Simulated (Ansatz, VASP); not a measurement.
## Two plane-wave programs on SiC

Contents of INCAR:

```
SYSTEM = SiC
  PREC = Accurate
  ENCUT = 520
  EDIFF = 1E-6
  ISMEAR = 0
  SIGMA = 0.01
  LREAL = .False.
  LASPH = .True.
  NELM = 80
  ALGO = Normal
  ISIF = 2
  LWAVE = .False.
  LCHARG = .True.
  GGA = PS
  LELF = .True.
  LVHAR = .True.
  NBANDS = 11
```

File KPOINTS:

```
regular mesh
0
Gamma
  10 10 10
  0 0 0
```

File POSCAR:

```
SiC
1.0
    0.0000000000      2.1675198112      2.1675198112
    2.1675198112      0.0000000000      2.1675198112
    2.1675198112      2.1675198112      0.0000000000
Si C
1 1
Direct
    0.0000000000      0.0000000000      0.0000000000
    0.7500000000      0.7500000000      0.7500000000
```

Input for Ansatz:

```yaml
crystal:
  lattice:
    - [0.0, 2.16751981118, 2.16751981118]
    - [2.16751981118, 0.0, 2.16751981118]
    - [2.16751981118, 2.16751981118, 0.0]
  atoms:
    - { symbol: Si, position: [0.0, 0.0, 0.0] }
    - { symbol: C, position: [0.75, 0.75, 0.75] }
kpoints:
  mp_grid: { grid: [10, 10, 10] }
scf:
  occupations: { method: fixed }
  convergence: { dr2_threshold: 1.0e-10 }
hamiltonian:
  xc: pbesol
  pseudopotentials: { kind: paw }
output:
  forces: true
  stress: true
  eigenstates:
    kpoints:
      - [0.0, 0.0, 0.0]
      - [0.0, -0.5, -0.5]
      - [-0.5, 0.0, -0.5]
      - [-0.5, -0.5, 0.0]
      - [0.0, 0.5, 0.0]
      - [0.5, 0.0, 0.0]
      - [0.0, 0.0, 0.5]
      - [0.5, 0.5, 0.5]
  eigenvalues: true
```

Alike in both runs: task single point; functional PBEsol; k mesh 10 × 10 × 10; no spin polarisation.

|  | VASP | Ansatz |
| --- | --- | --- |
| version | VASP 6.6.1 | Ansatz 0.2.0 |
| potentials or method | VASP PAW PBE potentials, release 64 (Si, C) | PAW with Ansatz's default frozen-core files, scalar-relativistic |
| plane-wave cutoff (eV) | 520 | 420 |
| occupations | gaussian, width 0.01 eV | fixed |
| valence electrons in the cell | 8 | 8 |

Ansatz gave:

```
gap on the k mesh at the Fermi level (eV) : 1.23
pressure (GPa)                            : 3.4
```

What did VASP give for the same quantities?

gap on the k mesh at the Fermi level (eV): 1.22; pressure (GPa): 3.8.

VASP's potentials were made for PBE, not for PBEsol.
